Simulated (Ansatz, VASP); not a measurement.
Ba: VASP beside Ansatz

```
CELL_PARAMETERS angstrom
-2.43871 2.43871 2.43871
2.43871 -2.43871 2.43871
2.43871 2.43871 -2.43871
ATOMIC_POSITIONS crystal
Ba 0.00000 0.00000 0.00000
```

Change from the starting cell: volume scaled by 1, crystal datasets.

Alike in both runs: task single point; functional PBEsol; k mesh 11 × 11 × 11; occupations fermi-dirac, width 0.08 eV; no spin polarisation.

|  | VASP | Ansatz |
| --- | --- | --- |
| version | VASP 6.6.1 | Ansatz 0.2.0 |
| potentials or method | VASP PAW PBE potentials, release 64 (Ba_sv), cutoff 520 eV | all-electron PAW with datasets made for the crystal, scalar-relativistic |

Ansatz gave:

```
pressure (GPa) : 0.0
```

Task: Which values does VASP return?

Result: Pressure (GPa): 0.1.

VASP's potentials were made for PBE, not for PBEsol. Ansatz ran all-electron here, and VASP with PAW potentials.

Neither program's run includes spin-orbit coupling.
